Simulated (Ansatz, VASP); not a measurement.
**InSbO2: VASP beside Ansatz**

The input INCAR:

```
PREC     = Accurate       # precision mode
ENCUT    = 520            # plane-wave cutoff, eV
EDIFF    = 1E-7           # SCF threshold, eV
ISMEAR   = 0              # smearing method
SIGMA    = 0.1            # smearing width, eV
LREAL    = False          # projectors in reciprocal space
LASPH    = True           # aspherical terms in the spheres
NELM     = 80             # most SCF steps
ALGO     = Normal         # electronic algorithm
ISIF     = 2              # what is computed and relaxed
LWAVE    = False          # write WAVECAR
LCHARG   = False          # write CHGCAR
GGA      = PE             # functional
NBANDS   = 23             # bands
```

KPOINTS

```
regular mesh
0
Gamma
  6 6 4
```

POSCAR

```
InSbO2
1.0
    3.6691332100      0.0000000000      0.0000000000
   -1.8345666100      3.1775625700      0.0000000000
    0.0000000000      0.0000000000      7.2239069400
In Sb O
1 1 2
Direct
    0.0000000000      0.0000000000      0.0000000000
    0.0000000000      0.0000000000      0.5000000000
    0.0000000000      0.0000000000      0.1974520800
    0.0000000000      0.0000000000      0.8025479200
```

Input for Ansatz:

```yaml
crystal:
  lattice:
    - [3.66913321, 0.0, 0.0]
    - [-1.83456661, 3.17756257, 0.0]
    - [0.0, 0.0, 7.22390694]
  atoms:
    - { symbol: In, position: [0.0, 0.0, 0.0] }
    - { symbol: Sb, position: [0.0, 0.0, 0.5] }
    - { symbol: O, position: [0.0, 0.0, 0.19745208] }
    - { symbol: O, position: [0.0, 0.0, 0.80254792] }
basis:
  ecutwfc: 420
kpoints:
  mp_grid: { grid: [6, 6, 4] }
hamiltonian:
  xc: pbe
scf:
  occupations: { method: gaussian, width: 0.1 }
  lower_state_search: "off"
output:
  forces: true
  stress: true
  eigenvalues: true
```

Alike in both runs: task single point; functional PBE; k mesh 6 × 6 × 4; occupations gaussian, width 0.1 eV; no spin polarisation.

```csv
,VASP,Ansatz
version,VASP 6.6.1,Ansatz 0.2.0
potentials or method,"VASP PAW PBE potentials, release 64 (In_d, Sb, O), cutoff 520 eV","scalar-relativistic, plane waves, PAW"
valence electrons in the cell,30,40
```

|  | VASP | Ansatz | Ansatz less VASP |
| --- | --- | --- | --- |
| gap on the k mesh at the Fermi level (eV) | none | none | - |
| rms of the force components (eV/Å) | 15.207 | 18.024 | +2.8166 |

Atom by atom the forces differ by 2.817 eV/Å (rms over components). A gap of «none» marks a metal or a gap that the smearing closes. VASP's potentials hold 30 valence electrons a cell and Ansatz's 40, so a difference there can come from the potentials and not from the codes.

Neither program's run includes spin-orbit coupling.
